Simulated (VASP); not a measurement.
Runs of VASP 6.6.1 on ZnO. It takes space group Pm-3m (No. 221, cubic). Conventional cell: a = 2.646 Å, b = 2.646 Å, c = 2.646 Å, α = 90.00°, β = 90.00°, γ = 90.00°. Zn (site symmetry m-3m) has 8 O at 2.29 Å and 6 Zn at 2.65 Å within 3.0 Å. O (site symmetry m-3m) has 8 Zn at 2.29 Å and 6 O at 2.65 Å within 3.0 Å. 

```csv
level,k mesh,grid for exact exchange (PRECFOCK),share of exact exchange,screening parameter,gap on the mesh (eV),pressure (GPa)
HSE06,4 × 4 × 4,Normal,0.25,0.2079 1/Å,0.85,1.0
r2SCAN,6 × 6 × 6,-,-,-,none,1.3
PBE-based screened hybrid with 10 % exact exchange,4 × 4 × 4,Normal,0.1,0.2078 1/Å,none,(b)
PBE-based screened hybrid with 50 % exact exchange,4 × 4 × 4,Normal,0.5,0.1 1/Å,3.35,(a)
PBE-based screened hybrid with 20 % exact exchange,4 × 4 × 4,Normal,0.2,0.5 1/Å,(c),4.7
PBE-based screened hybrid with 5 % exact exchange,4 × 4 × 4,Normal,0.05,0.2078 1/Å,none,8.7
```

Alike in all rows: task single point; potentials or basis VASP PAW PBE potentials, release 64 (Zn, O); no spin polarisation; cell as given; cutoff (eV) 520; smearing fermi-dirac 0.02 eV.

Q: Fill in the values left out.

A: (a) -6.4; (b) 7.2; (c) 0.06.

Caveats: all runs use coarse meshes; the PAW data sets were made with another functional, which shifts forces and pressure a little; semilocal functionals underestimate gaps, so a narrow gap can read as zero (at least some runs).

A k mesh can miss the band edges.

A gap of «none» marks levels without a gap at the run's occupations.
